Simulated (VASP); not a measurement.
# Al3GaSb4 (I-42m) in VASP: relaxation of cell and atoms with PBE

Aim: the relaxation of cell and atoms of Al3GaSb4 with PBE.

Everything below comes from runs of VASP 6.6.1. Logs are shortened: lines on timing, memory, paths and dates and some standing lists are left out, and cuts for length are marked.

## Step 1: The cell of the first run

Symmetry: I-42m, No. 121, tetragonal system. The conventional cell has a = 6.220 Å, b = 6.220 Å, c = 12.436 Å, α = 90.00°, β = 90.00°, γ = 90.00°. Al (site symmetry -42m) has 4 Sb at 2.70 Å within 3.6 Å. Al (site symmetry -4) has 4 Sb at 2.69 Å within 3.6 Å. Within 3.5 Å of Ga (site symmetry -42m) lie 4 Sb at 2.69 Å. Within 3.5 Å of Sb (site symmetry m) lie 1 Ga at 2.69 Å and 3 Al at 2.69 to 2.70 Å.

## Step 2: Relaxation of cell and atoms, PBE

Contents of INCAR:

```
PREC = Accurate
ENCUT = 600
EDIFF = 1E-6
ISMEAR = 0
SIGMA = 0.02
LREAL = F
LASPH = T
NELM = 60
ALGO = Normal
ISIF = 3
LWAVE = F
LCHARG = F
GGA = PE
IBRION = 2
NSW = 100
EDIFFG = -0.01
```

Contents of KPOINTS:

```
Automatic mesh
0
Gamma
  6 6 6
```

Contents of POSCAR:

```
Al3GaSb4
1.0
   -3.1101105515      3.1101105515      6.2178526805
    3.1101105515     -3.1101105515      6.2178526805
    3.1101105515      3.1101105515     -6.2178526805
Al Ga Sb
3 1 4
Direct
    0.5000000000      0.5000000000      0.0000000000
    0.2500000000      0.7500000000      0.5000000000
    0.7500000000      0.2500000000      0.5000000000
    0.0000000000      0.0000000000      0.0000000000
    0.6252366245      0.6252366245      0.5005165474
    0.1247200771      0.1247200771      0.4994834526
    0.8752799229      0.3747633755      0.0000000000
    0.3747633755      0.8752799229      0.0000000000
```

Potentials or basis: VASP PAW PBE potentials, release 64 (Al, Ga_d, Sb).

On the command line:

```bash
$ cat potpaw_PBE.64/Al/POTCAR potpaw_PBE.64/Ga_d/POTCAR potpaw_PBE.64/Sb/POTCAR > POTCAR
$ mpirun -np 1 vasp_std > vasp.out
```

OUTCAR:

```text
PREC = Accurate
   ENCUT = 600
   EDIFF = 1E-6
   ISMEAR = 0
   LREAL = F
   LASPH = T
   NELM = 60
   ISIF = 3
   GGA = PE
   IBRION = 2
   NSW = 100
   EDIFFG = -0.01

 ion  position               nearest neighbor table
   1  0.500  0.500  0.000-   5 2.70   6 2.70   8 2.70   7 2.70
   2  0.250  0.750  0.500-   5 2.69   6 2.69   8 2.69   7 2.69
   3  0.750  0.250  0.500-   5 2.69   6 2.69   7 2.69   8 2.69
   4  0.000  0.000  0.000-   5 2.69   6 2.69   7 2.69   8 2.69
   5  0.625  0.625  0.501-   4 2.69   3 2.69   2 2.69   1 2.70
   6  0.125  0.125  0.499-   4 2.69   3 2.69   2 2.69   1 2.70
   7  0.875  0.375  0.000-   4 2.69   3 2.69   2 2.69   1 2.70
   8  0.375  0.875  0.000-   4 2.69   2 2.69   3 2.69   1 2.70

  LATTYP: Found a body centered tetragonal cell.
 ALAT       =     6.2202211030
 C/A-ratio  =     1.9992384764

  Lattice vectors:

 A1 = (  -3.1101105515,   3.1101105515,   6.2178526805)
 A2 = (   3.1101105515,  -3.1101105515,   6.2178526805)
 A3 = (   3.1101105515,   3.1101105515,  -6.2178526805)

Analysis of symmetry for initial positions (statically):
=====================================================================
 Subroutine PRICEL returns:
 Original cell was already a primitive cell.

 Routine SETGRP: Setting up the symmetry group for a
 body centered tetragonal supercell.

 Subroutine GETGRP returns: Found  8 space group operations
 (whereof  8 operations were pure point group operations)
 out of a pool of 16 trial point group operations.

The static configuration has the point symmetry D_2d.

Analysis of symmetry for dynamics (positions and initial velocities):
=====================================================================
 Subroutine PRICEL returns:
 Original cell was already a primitive cell.

 Routine SETGRP: Setting up the symmetry group for a
 body centered tetragonal supercell.

 Subroutine GETGRP returns: Found  8 space group operations
 (whereof  8 operations were pure point group operations)
 out of a pool of 16 trial point group operations.

The dynamic configuration has the point symmetry D_2d.

 Subroutine INISYM returns: Found  8 space group operations
 (whereof  8 operations are pure point group operations),
 and found     1 'primitive' translations

----------------------------------------------------------------------------------------

                                     Primitive cell

  volume of cell :     240.5759

  direct lattice vectors                    reciprocal lattice vectors
    -3.110110552  3.110110552  6.217852681     0.000000000  0.160765989  0.080413613
     3.110110552 -3.110110552  6.217852681     0.160765989  0.000000000  0.080413613
     3.110110552  3.110110552 -6.217852681     0.160765989  0.160765989  0.000000000

  length of vectors
     7.616250209  7.616250209  7.616250209     0.179755535  0.179755535  0.227357443

  position of ions in fractional coordinates (direct lattice)
     0.500000000  0.500000000  0.000000000
     0.250000000  0.750000000  0.500000000
     0.750000000  0.250000000  0.500000000
     0.000000000  0.000000000  0.000000000
     0.625236624  0.625236624  0.500516547
     0.124720077  0.124720077  0.499483453
     0.875279923  0.374763376  0.000000000
     0.374763376  0.875279923  0.000000000

  ion indices of the primitive-cell ions
   primitive index   ion index
                 1           1
                 2           2
                 3           3
                 4           4
                 5           5
                 6           6
                 7           7
                 8           8

----------------------------------------------------------------------------------------

 KPOINTS: Automatic mesh

Automatic generation of k-mesh.
 Grid dimensions read from file:
 generate k-points for:    6    6    6

 Generating k-lattice:

  Cartesian coordinates                     Fractional coordinates (reciprocal lattice)
     0.000000000  0.026794332  0.013402269     0.166666667 -0.000000000  0.000000000
     0.026794332  0.000000000  0.013402269    -0.000000000  0.166666667  0.000000000
     0.026794332  0.026794332  0.000000000     0.000000000  0.000000000  0.166666667

  Length of vectors
     0.029959256  0.029959256  0.037892907

  Shift w.r.t. Gamma in fractional coordinates (k-lattice)
     0.000000000  0.000000000  0.000000000

 Subroutine IBZKPT returns following result:
 ===========================================

 Found     30 irreducible k-points:

 Following reciprocal coordinates:
            Coordinates               Weight
  0.000000  0.000000  0.000000      1.000000
  0.166667  0.000000 -0.000000      8.000000
  0.333333  0.000000 -0.000000      8.000000
  0.500000 -0.000000  0.000000      4.000000
  0.166667  0.166667 -0.000000      8.000000
  0.333333  0.166667 -0.000000     16.000000
[... 16 lines left out ...]
 -0.333333 -0.333333  0.166667      8.000000
 -0.166667 -0.333333  0.166667      8.000000
 [... further k-points ...]
   k-points           NKPTS =     30   k-points in BZ     NKDIM =     30   number of bands    NBANDS=     26
   number of dos      NEDOS =    301   number of ions     NIONS =      8
   total plane-waves  NPLWV = 262144
   dimension x,y,z NGX =    64 NGY =   64 NGZ =   64
   dimension x,y,z NGXF=   128 NGYF=  128 NGZF=  128
   ions per type =               3   1   4
   NGX,Y,Z   is equivalent  to a cutoff of  13.97, 13.97, 13.97 a.u.
   NGXF,Y,Z  is equivalent  to a cutoff of  27.94, 27.94, 27.94 a.u.
 SYSTEM =  unknown system
   PREC   = accura    normal or accurate (medium, high low for compatibility)
   ISTART =      0    job   : 0-new  1-cont  2-samecut
   ICHARG =      2    charge: 1-file 2-atom 10-const
   ISPIN  =      1    spin polarized calculation?
   LNONCOLLINEAR =      F non collinear calculations
   LSORBIT =      F    spin-orbit coupling
   LASPH  =      T    aspherical Exc in radial PAW
   ENCUT  =  600.0 eV  44.10 Ry    6.64 a.u.  15.21 15.21 15.21*2*pi/ulx,y,z
   NELM   =     60;   NELMIN=  2; NELMDL= -5     # of ELM steps
   EDIFF  = 0.1E-05   stopping-criterion for ELM
   LREAL  =      F    real-space projection
   EDIFFG = -.1E-01   stopping-criterion for IOM
   NSW    =    100    number of steps for IOM
   IBRION =      2    ionic relax: 0-MD 1-quasi-New 2-CG
   NFREE  =      1    steps in history (QN), initial steepest desc. (CG)
   ISIF   =      3    stress and relaxation
   ISYM   =      2    0-nonsym 1-usesym 2-fastsym
   POTIM  = 0.5000    time-step for ionic-motion
   TEBEG  =    0.0;   TEEND  =   0.0 temperature during run
   PSTRESS=    0.0 pullay stress
   NELECT =      42.0000    total number of electrons
   NUPDOWN=      -1.0000    fix difference up-down
   EMIN   =  10.00;   EMAX   =-10.00  energy-range for DOS
   EFERMI =   0.00;   METHOD = LEGACY
   ISMEAR =     0;   SIGMA  =   0.02  broadening in eV -4-tet -1-fermi 0-gaus
   EFERMI_NEDOS =   21; number of points for ismear=-14 and -15
   IALGO  =     38    algorithm
   IMIX   =      4    mixing-type and parameters
     AMIX     =   0.40;   BMIX     =  1.00
     AMIX_MAG =   1.60;   BMIX_MAG =  1.00
  volume/ion in A,a.u.               =      30.07       202.94
  Fermi-wavevector in a.u.,A,eV,Ry     =   0.914971  1.729044 11.390411  0.837172
  Thomas-Fermi vector in A             =   2.039659
   LORBIT       =      0    0 simple, 1 ext, 2 COOP (PROOUT), +10 PAW based schemes
   GGA     = PE    functional components
   LHFCALC =     F    Hartree Fock is set to
   AEXX    =    0.0000 exact exchange contribution
   IVDW    =     0    specifies the selected vdW correction
   LEPSILON=     F    determine dielectric tensor
   LRPA    =     F    only Hartree local field effects (RPA)
 conjugate gradient relaxation of ions
 non-spin polarized calculation
 Gauss-broadening in eV      SIGMA  =   0.02
  energy-cutoff  :      600.00
  volume of cell :      240.58
 maximum number of plane-waves:      8128
 NGX is ok and might be reduce to    64
   NGX = 31   NGY = 31   NGZ = 31

--------------------------------------- Ionic step        1  -------------------------------------------

 number of electron      41.9999998 magnetization

 Free energy of the ion-electron system (eV)
  ---------------------------------------------------
  ext. energy  EPLUGINS =         0.00000000
  ---------------------------------------------------
  free energy    TOTEN  =       -31.99909539 eV

  energy without entropy =      -31.99909539  energy(sigma->0) =      -31.99909539

------------------------ aborting loop because EDIFF is reached ----------------------------------------

  FORCE on cell =-STRESS in cart. coord.  units (eV):
  Direction    XX          YY          ZZ          XY          YZ          ZX
  --------------------------------------------------------------------------------------
  -------------------------------------------------------------------------------------
  Total        0.3210396      0.3210396      0.3430474      0.0000000     -0.0000000      0.0000000
  in kB        2.1380464      2.1380464      2.2846132      0.0000000     -0.0000000      0.0000000
  external PRESSURE =       2.1869020 kB  Pullay stress =       0.0000000 kB
[... 69 lines left out ...]
  energy  without entropy=      -31.9997308606  energy(sigma->0) =      -31.99973086

--------------------------------------- Ionic step        3  -------------------------------------------

 number of electron      41.9999999 magnetization

 Free energy of the ion-electron system (eV)
  ---------------------------------------------------
  ext. energy  EPLUGINS =         0.00000000
  ---------------------------------------------------
  free energy    TOTEN  =       -31.99981464 eV

  energy without entropy =      -31.99981464  energy(sigma->0) =      -31.99981464

 E-fermi :   4.4600     XC(G=0):  -8.5713

 val. band max:        4.3721390210   @ k =   0.0000   0.0000   0.0000
 cond. band min:       5.1007592502   @ k =   0.5000   0.5000   0.0000
 fundamental gap:      0.7286202291
 Fermi energy:         4.4600478812

 k-point     1 :       0.0000    0.0000    0.0000
  band No.  band energies     occupation
      1     -10.3642      2.00000
      2     -10.3642      2.00000
      3     -10.3640      2.00000
      4     -10.3251      2.00000
      5     -10.3250      2.00000
      6      -6.2714      2.00000
[... 685 lines left out ...]
     25       6.5997      0.00000
     26       6.7152      0.00000

 [... further k-points ...]

------------------------ aborting loop because EDIFF is reached ----------------------------------------

  FORCE on cell =-STRESS in cart. coord.  units (eV):
  Direction    XX          YY          ZZ          XY          YZ          ZX
  --------------------------------------------------------------------------------------
  -------------------------------------------------------------------------------------
  Total        0.0298495      0.0298495      0.0459430      0.0000000     -0.0000000      0.0000000
  in kB        0.1979091      0.1979091      0.3046130      0.0000000     -0.0000000      0.0000000
  external PRESSURE =       0.2334771 kB  Pullay stress =       0.0000000 kB
[... 23 lines left out ...]
  FREE ENERGIE OF THE ION-ELECTRON SYSTEM (eV)
  ---------------------------------------------------
  free  energy   TOTEN  =       -31.9998146418 eV

  energy  without entropy=      -31.9998146418  energy(sigma->0) =      -31.99981464

 reached required accuracy - stopping structural energy minimisation
```

Wall time 23 min (1 thread of Intel Xeon 8259CL, shared host); peak memory 0.76 GiB.

Results:

* Free energy: -31.9998 eV
* Relaxed volume: 30.21 Å³/atom
* Relaxed cell: a = 7.628 Å, b = 7.628 Å, c = 7.628 Å, α = 131.80°, β = 131.80°, γ = 70.54°
* Space group after relaxing (to 0.1 Å): I-42m (No. 121)
* Energy gained by relaxing: 0.1 meV/atom
* Ionic steps: 3
* Pressure after relaxing: 0.0 GPa
* Largest force after relaxing: 0.004 eV/Å
* Band gap on the k mesh: 0.73 eV (least direct gap 0.79 eV)

Forces in eV/Å, atoms in the order of the input:
```
Al   0.000  0.000  0.000
Al   0.000  0.000  0.000
Al   0.000  0.000  0.000
Ga   0.000  0.000  0.000
Sb   0.002  0.002  0.002
Sb  -0.002 -0.002  0.002
Sb  -0.002  0.002 -0.002
Sb   0.002 -0.002 -0.002
```

Step by step:
| step | energy change (eV) | largest force (eV/Å) | pressure (GPa) | volume (Å³) |
| --- | --- | --- | --- | --- |
| 1 | 0.0000 | 0.0080 | 0.22 | 240.58 |
| 2 | -0.0006 | 0.0026 | -0.06 | 242.01 |
| 3 | -0.0007 | 0.0039 | 0.02 | 241.65 |

Final structure:
```xyz
8
Lattice="-3.1146 3.1146 6.2275 3.1146 -3.1146 6.2275 3.1146 3.1146 -6.2275" Properties=species:S:1:pos:R:3 pbc="T T T"
Al    0.0000    0.0000    6.2275
Al    3.1146    0.0000    3.1137
Al    0.0000    3.1146    3.1137
Ga    0.0000    0.0000    0.0000
Sb    1.5591    1.5591    4.6705
Sb    1.5555    1.5555   -1.5570
Sb   -1.5591    1.5591    7.7844
Sb    1.5591   -1.5591    7.7844
```

Caveat: semilocal functionals underestimate gaps, and a narrow one can read as zero; spin-orbit coupling is left out, which moves the levels of the heavy elements. A k mesh can miss the band edges.
